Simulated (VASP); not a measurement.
# MgF2 (P4_2/mnm) in VASP: further runs

Runs on MgF2. Level: PBE+D3(BJ). Tasks: single point, relaxation of cell and atoms.

All numbers are computed with VASP 6.6.1; they aren't measurements. Logs are shortened: lines on timing, memory, paths and dates and some standing lists are left out, and cuts for length are marked.

## (1) The cell of the first run

It takes space group P4_2/mnm (No. 136, tetragonal). Conventional cell: a = 4.659 Å, b = 4.659 Å, c = 3.076 Å, α = 90.00°, β = 90.00°, γ = 90.00°. Within 2.6 Å of Mg (site symmetry mmm) lie 6 F at 2.00 to 2.01 Å. F (site symmetry m2m) has 3 Mg at 2.00 to 2.01 Å and 1 F at 2.59 Å within 2.6 Å.

## (2) Single point, PBE+D3(BJ)

Input file INCAR:

```
PREC     = Accurate       # precision mode
ENCUT    = 600            # plane-wave cutoff, eV
EDIFF    = 1E-6           # SCF threshold, eV
ISMEAR   = 0              # smearing method
SIGMA    = 0.02           # smearing width, eV
LREAL    = F              # projectors in reciprocal space
LASPH    = T              # aspherical terms in the spheres
NELM     = 120            # most SCF steps
ALGO     = Normal         # electronic algorithm
ISIF     = 2              # what is computed and relaxed
LWAVE    = F              # write WAVECAR
LCHARG   = F              # write CHGCAR
GGA      = PE             # functional
IVDW     = 12             # dispersion correction
NBANDS   = 25             # bands
GGA_COMPAT= F
```

Input file KPOINTS:

```
Automatic mesh
0
Gamma
  6 6 8
```

Input file POSCAR:

```
MgF2
1.0
    4.6585413290      0.0000000000      0.0000000000
    0.0000000000      4.6585413290      0.0000000000
    0.0000000000      0.0000000000      3.0759606763
Mg F
2 4
Direct
    0.0000000000      0.0000000000      0.0000000000
    0.5000000000      0.5000000000      0.5000000000
    0.3031199771      0.3031199771      0.0000000000
    0.1968800229      0.8031199771      0.5000000000
    0.6968800229      0.6968800229      0.0000000000
    0.8031199771      0.1968800229      0.5000000000
```

Potentials or basis: VASP PAW PBE potentials, release 64 (Mg, F).

Launch:

```sh
$ cat potpaw_PBE.64/Mg/POTCAR potpaw_PBE.64/F/POTCAR > POTCAR
$ mpirun -np 1 vasp_std > vasp.out
```

OUTCAR:

```text
PREC = Accurate
   ENCUT = 600
   EDIFF = 1E-6
   ISMEAR = 0
   LREAL = F
   LASPH = T
   NELM = 120
   ISIF = 2
   GGA = PE
   IVDW = 12
 IVDW          = 12

 ion  position               nearest neighbor table
   1  0.000  0.000  0.000-   3 2.00   5 2.00   4 2.01   6 2.01   4 2.01   6 2.01   2 3.64   2 3.64
                             2 3.64   2 3.64   2 3.64   2 3.64   2 3.64   2 3.64
   2  0.500  0.500  0.500-   4 2.00   6 2.00   5 2.01   3 2.01   3 2.01   5 2.01   1 3.64   1 3.64
                             1 3.64   1 3.64   1 3.64   1 3.64   1 3.64   1 3.64
   3  0.303  0.303  0.000-   1 2.00   2 2.01   2 2.01
   4  0.197  0.803  0.500-   2 2.00   1 2.01   1 2.01
   5  0.697  0.697  0.000-   1 2.00   2 2.01   2 2.01
   6  0.803  0.197  0.500-   2 2.00   1 2.01   1 2.01

  LATTYP: Found a simple tetragonal cell.
 ALAT       =     4.6585413290
 C/A-ratio  =     0.6602840802

  Lattice vectors:

 A1 = (   4.6585413290,   0.0000000000,   0.0000000000)
 A2 = (   0.0000000000,   4.6585413290,   0.0000000000)
 A3 = (   0.0000000000,   0.0000000000,   3.0759606763)

Analysis of symmetry for initial positions (statically):
=====================================================================
 Subroutine PRICEL returns:
 Original cell was already a primitive cell.

 Routine SETGRP: Setting up the symmetry group for a
 simple tetragonal supercell.

 Subroutine GETGRP returns: Found 16 space group operations
 (whereof  8 operations were pure point group operations)
 out of a pool of 16 trial point group operations.

The static configuration has the point symmetry D_2h.
 The point group associated with its full space group is D_4h.

Analysis of symmetry for dynamics (positions and initial velocities):
=====================================================================
 Subroutine PRICEL returns:
 Original cell was already a primitive cell.

 Routine SETGRP: Setting up the symmetry group for a
 simple tetragonal supercell.

 Subroutine GETGRP returns: Found 16 space group operations
 (whereof  8 operations were pure point group operations)
 out of a pool of 16 trial point group operations.

The dynamic configuration has the point symmetry D_2h.
 The point group associated with its full space group is D_4h.

 Subroutine INISYM returns: Found 16 space group operations
 (whereof  8 operations are pure point group operations),
 and found     1 'primitive' translations

[... 106 lines left out ...]
   IBRION =     -1    ionic relax: 0-MD 1-quasi-New 2-CG
   NFREE  =      0    steps in history (QN), initial steepest desc. (CG)
   ISIF   =      2    stress and relaxation
   ISYM   =      2    0-nonsym 1-usesym 2-fastsym
   POTIM  = 0.5000    time-step for ionic-motion
   TEBEG  =    0.0;   TEEND  =   0.0 temperature during run
   PSTRESS=    0.0 pullay stress
   NELECT =      32.0000    total number of electrons
   NUPDOWN=      -1.0000    fix difference up-down
   EMIN   =  10.00;   EMAX   =-10.00  energy-range for DOS
   EFERMI =   0.00;   METHOD = LEGACY
   ISMEAR =     0;   SIGMA  =   0.02  broadening in eV -4-tet -1-fermi 0-gaus
   EFERMI_NEDOS =   21; number of points for ismear=-14 and -15
   IALGO  =     38    algorithm
   IMIX   =      4    mixing-type and parameters
     AMIX     =   0.40;   BMIX     =  1.00
     AMIX_MAG =   1.60;   BMIX_MAG =  1.00
  volume/ion in A,a.u.               =      11.13        75.08
  Fermi-wavevector in a.u.,A,eV,Ry     =   1.281242  2.421197 22.335076  1.641582
  Thomas-Fermi vector in A             =   2.413624
   LORBIT       =      0    0 simple, 1 ext, 2 COOP (PROOUT), +10 PAW based schemes
   GGA     = PE    functional components
   LHFCALC =     F    Hartree Fock is set to
   AEXX    =    0.0000 exact exchange contribution
   IVDW    =    12    specifies the selected vdW correction
   LEPSILON=     F    determine dielectric tensor
   LRPA    =     F    only Hartree local field effects (RPA)
 non-spin polarized calculation
 Gauss-broadening in eV      SIGMA  =   0.02
  energy-cutoff  :      600.00
  volume of cell :       66.75
 maximum number of plane-waves:      2256
 NGX is ok and might be reduce to    40
   NGX = 19   NGY = 19   NGZ = 13

 number of electron      32.0000005 magnetization

 Free energy of the ion-electron system (eV)
  ---------------------------------------------------
  ext. energy  EPLUGINS =         0.00000000
  ---------------------------------------------------
  free energy    TOTEN  =       -31.54713933 eV

  energy without entropy =      -31.54713933  energy(sigma->0) =      -31.54713933

 E-fermi :  -1.1916     XC(G=0):  -9.6235

 val. band max:       -1.3465770508   @ k =   0.0000   0.0000   0.0000
 cond. band min:       5.5940008196   @ k =   0.0000   0.0000   0.0000
 fundamental gap:      6.9405778704
 Fermi energy:        -1.1916048898

 k-point     1 :       0.0000    0.0000    0.0000
  band No.  band energies     occupation
      1     -22.0114      2.00000
      2     -21.2496      2.00000
      3     -21.2496      2.00000
      4     -21.1628      2.00000
      5      -5.3367      2.00000
      6      -3.7540      2.00000
[... 661 lines left out ...]
     24      14.6007      0.00000
     25      16.2179      0.00000

 [... further k-points ...]

------------------------ aborting loop because EDIFF is reached ----------------------------------------

 Edisp (eV)   -0.85937

 E8    (eV) :    -0.3139

  FORCE on cell =-STRESS in cart. coord.  units (eV):
  Direction    XX          YY          ZZ          XY          YZ          ZX
  --------------------------------------------------------------------------------------
  -------------------------------------------------------------------------------------
  Total      -0.42347    -0.42347    -0.45620     0.00000     0.00000     0.00000
  in kB     -10.16380   -10.16380   -10.94936     0.00000     0.00000     0.00000
  external pressure =      -10.43 kB  Pullay stress =        0.00 kB

 VOLUME and BASIS-vectors are now :
 -----------------------------------------------------------------------------
  energy-cutoff  :      600.00
  volume of cell :       66.75
      direct lattice vectors                 reciprocal lattice vectors
     4.658541329  0.000000000  0.000000000     0.214659467  0.000000000  0.000000000
     0.000000000  4.658541329  0.000000000     0.000000000  0.214659467  0.000000000
     0.000000000  0.000000000  3.075960676     0.000000000  0.000000000  0.325101685

 POSITION                                       TOTAL-FORCE (eV/Angst)
 -----------------------------------------------------------------------------------
      0.00000      0.00000      0.00000         0.000000     -0.000000      0.000000
      2.32927      2.32927      1.53798         0.000000     -0.000000      0.000000
      1.41210      1.41210      0.00000        -0.000267     -0.000267      0.000000
      0.91717      3.74137      1.53798         0.000267     -0.000267      0.000000
      3.24644      3.24644      0.00000         0.000267      0.000267      0.000000
      3.74137      0.91717      1.53798        -0.000267      0.000267      0.000000
 -----------------------------------------------------------------------------------
    total drift:                                0.000000      0.000000      0.000000

  FREE ENERGIE OF THE ION-ELECTRON SYSTEM (eV)
  ---------------------------------------------------
  free  energy   TOTEN  =       -32.4065126320 eV

  energy  without entropy=      -32.4065126320  energy(sigma->0) =      -32.40651263
```

OSZICAR:

```text
N       E                     dE             d eps       ncg     rms          rms(c)
DAV:   1     0.184346802633E+03    0.18435E+03   -0.19090E+04  2628   0.134E+03
DAV:   2    -0.247929245167E+02   -0.20914E+03   -0.20140E+03  3083   0.302E+02
DAV:   3    -0.340829942429E+02   -0.92901E+01   -0.92591E+01  3172   0.610E+01
DAV:   4    -0.341349993255E+02   -0.52005E-01   -0.52000E-01  2835   0.520E+00
DAV:   5    -0.341352645639E+02   -0.26524E-03   -0.26523E-03  3030   0.364E-01    0.100E+01
DAV:   6    -0.315005465075E+02    0.26347E+01   -0.82177E+00  2807   0.206E+01    0.301E+00
DAV:   7    -0.315177658166E+02   -0.17219E-01   -0.82903E-02  2616   0.190E+00    0.192E+00
DAV:   8    -0.315464288822E+02   -0.28663E-01   -0.60935E-02  2585   0.239E+00    0.209E-01
DAV:   9    -0.315465924478E+02   -0.16357E-03   -0.11771E-03  3203   0.242E-01    0.830E-02
DAV:  10    -0.315471395295E+02   -0.54708E-03   -0.48892E-04  2573   0.158E-01    0.170E-02
DAV:  11    -0.315471393339E+02    0.19566E-06   -0.76128E-06  3185   0.238E-02
   1 F= -.32406513E+02 E0= -.32406513E+02  d E =-.329321E-30
```

Wall time 72 s (1 thread of Intel Xeon Platinum 8259CL at 2.50GHz (Skylake/Cascade Lake), shared host); peak memory 0.25 GiB.

Results:

```yaml
Free_energy: -32.4065 eV
Pressure: -1.0 GPa
Band_gap_on_the_k_mesh: 6.94 eV
Dispersion_energy_per_atom: -0.143 eV
```

Stress tensor (GPa, compression positive):
```
-1.02  0.00  0.00
 0.00 -1.02  0.00
 0.00  0.00 -1.09
```

A k mesh can miss the band edges.

## (3) Relaxation of cell and atoms, PBE+D3(BJ)

This run uses another cell than the first one, of 11.38 Å³/atom.

Input file INCAR:

```
PREC = Accurate ; ENCUT = 600
EDIFF = 1E-7 ; ISMEAR = 0
SIGMA = 0.02 ; LREAL = False
LASPH = True ; NELM = 120
ALGO = Normal ; ISIF = 3
LWAVE = False ; LCHARG = False
GGA = PE ; IVDW = 12
IBRION = 2 ; NSW = 70
EDIFFG = -0.005 ; GGA_COMPAT = False
NELMIN = 4
```

KPOINTS is that of step 2.

Input file POSCAR:

```
MgF2
1.0
    4.6975999886      0.0000000000      0.0000000000
    0.0000000000      4.6975999886      0.0000000000
    0.0000000000      0.0000000000      3.0930660367
Mg F
2 4
Direct
    0.0000000000      0.0000000000      0.0000000000
    0.5000000000      0.5000000000      0.5000000000
    0.3035644572      0.3035644572      0.0000000000
    0.1964355428      0.8035644572      0.5000000000
    0.6964355428      0.6964355428      0.0000000000
    0.8035644572      0.1964355428      0.5000000000
```

Potentials or basis: VASP PAW PBE potentials, release 64 (Mg, F).

Launch:

```sh
$ cat potpaw_PBE.64/Mg/POTCAR potpaw_PBE.64/F/POTCAR > POTCAR
$ mpirun -np 1 vasp_std > vasp.out
```

Run time: 3.6 min. Hardware: 1 thread of Intel Xeon Platinum 8259CL at 2.50GHz (Skylake/Cascade Lake), shared host; peak memory 0.26 GiB.

It converged, with:

```
Free energy                           : -32.4143 eV
Relaxed volume                        : 11.00 Å³/atom
Relaxed cell                          : a = 4.641 Å, b = 4.641 Å, c = 3.065 Å, α = 90.00°, β = 90.00°, γ = 90.00°
Space group after relaxing (to 0.1 Å) : P4_2/mnm (No. 136)
Energy gained by relaxing             : 3.6 meV/atom
Ionic steps                           : 5
Pressure after relaxing               : 0.0 GPa
Band gap on the k mesh                : 7.02 eV
Dispersion energy per atom            : -0.145 eV
```

The path:
| step | energy change (eV) | largest force (eV/Å) | pressure (GPa) | volume (Å³) |
| --- | --- | --- | --- | --- |
| 1 | 0.0000 | 0.0008 | -3.03 | 68.26 |
| 2 | -0.0211 | 0.0512 | -0.10 | 66.15 |
| 3 | -0.0212 | 0.0529 | 0.00 | 66.09 |
| 4 | -0.0217 | 0.0216 | 0.01 | 66.05 |
| 5 | -0.0218 | 0.0013 | 0.01 | 66.02 |

Final structure:
```cif
data_structure
_symmetry_space_group_name_H-M 'P 1'
_symmetry_Int_Tables_number 1
_cell_length_a 4.6413
_cell_length_b 4.6413
_cell_length_c 3.0648
_cell_angle_alpha 90.000
_cell_angle_beta 90.000
_cell_angle_gamma 90.000
_cell_volume 66.02
loop_
_atom_site_label
_atom_site_type_symbol
_atom_site_fract_x
_atom_site_fract_y
_atom_site_fract_z
_atom_site_occupancy
Mg1 Mg 0.00000 0.00000 0.00000 1
Mg2 Mg 0.50000 0.50000 0.50000 1
F1 F 0.30288 0.30288 0.00000 1
F2 F 0.19712 0.80288 0.50000 1
F3 F 0.69712 0.69712 0.00000 1
F4 F 0.80288 0.19712 0.50000 1
```

Levels at points of the mesh, in eV from the valence-band top:
| k point | band 14 | band 15 | band 16 | band 17 | band 18 | band 19 |
| --- | --- | --- | --- | --- | --- | --- |
| (0.00, 0.00, 0.00) | -0.32 | -0.32 | 0.00 | 7.02 | 12.17 | 12.17 |
| (0.50, 0.00, 0.00) | -0.97 | -0.37 | -0.37 | 9.41 | 9.41 | 13.42 |
| (0.50, 0.50, 0.00) | -0.94 | -0.76 | -0.76 | 11.09 | 11.09 | 11.22 |
| (0.00, 0.00, 0.50) | -1.13 | -0.84 | -0.84 | 11.74 | 11.74 | 14.88 |
| (0.50, 0.00, 0.50) | -0.72 | -0.65 | -0.65 | 12.66 | 12.66 | 13.34 |
| (0.50, 0.50, 0.50) | -0.60 | -0.47 | -0.47 | 13.17 | 13.17 | 13.27 |

A k mesh can miss the band edges.
